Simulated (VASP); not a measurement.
**BeTe: relaxation of cell and atoms with revPBE**

BeTe:

```
Te Be
1.0
     0.00000    2.77000    2.77000
     2.77000    0.00000    2.77000
     2.77000    2.77000    0.00000
Te Be
1 1
Direct
  0.75000 0.75000 0.75000
  0.00000 0.00000 0.00000
```

| Quantity | Value |
| --- | --- |
| Program | VASP 6.6.1 |
| Task | relaxation of cell and atoms |
| Functional | revPBE |
| Potentials or basis | VASP PAW PBE potentials, release 64 (Te, Be) |
| Cutoff | 600 eV |
| k mesh | 8 × 8 × 8 |
| Occupations | fermi-dirac, width 0.05 eV |
| Spin | no spin polarisation |
| Dipole correction | no |
| Further INCAR settings | ALGO = Normal; EDIFF = 1e-06; IBRION = 2; EDIFFG = -0.005; NSW = 80; ISIF = 3 |

* Relaxed volume: 23.24 Å³/atom
* Relaxed cell: a = 4.036 Å, b = 4.036 Å, c = 4.036 Å, α = 60.00°, β = 60.00°, γ = 60.00°
* Space group after relaxing (to 0.05 Å): F-43m (No. 216)
* Energy gained by relaxing: 33.1 meV/atom
* Ionic steps: 3
* Pressure after relaxing: 0.0 GPa
* Band gap on the k mesh: 2.14 eV, indirect (least direct gap 3.60 eV)

The path:
```tsv
step	energy change (eV)	largest force (eV/Å)	pressure (GPa)	volume (Å³)
1	0.0000	0.0000	5.74	42.51
2	-0.0636	0.0000	-0.95	47.37
3	-0.0663	0.0000	0.01	46.48
```

Final structure:
```
Te Be
1.0
     0.00000    2.85376    2.85376
     2.85376    0.00000    2.85376
     2.85376    2.85376    0.00000
Te Be
1 1
Direct
  0.75000 0.75000 0.75000
  0.00000 0.00000 0.00000
```

Levels at points of the mesh, in eV from the valence-band top:
```tsv
k point	band 2	band 3	band 4	band 5	band 6	band 7
(0.00, 0.00, 0.00)	0.00	0.00	0.00	3.60	3.67	3.67
(0.50, 0.00, 0.00)	-5.28	-1.06	-1.06	3.01	4.63	4.63
(0.50, 0.50, 0.00)	-4.91	-2.49	-2.49	2.14	2.75	9.51
```

It took 53 s on 1 thread of Intel Xeon 8259CL, with other jobs on the host, peak memory 0.17 GiB.

Caveat: the PAW data sets were made with another functional, which shifts forces and pressure a little; spin-orbit coupling is left out, which moves the levels of the heavy elements. A k mesh can miss the band edges.
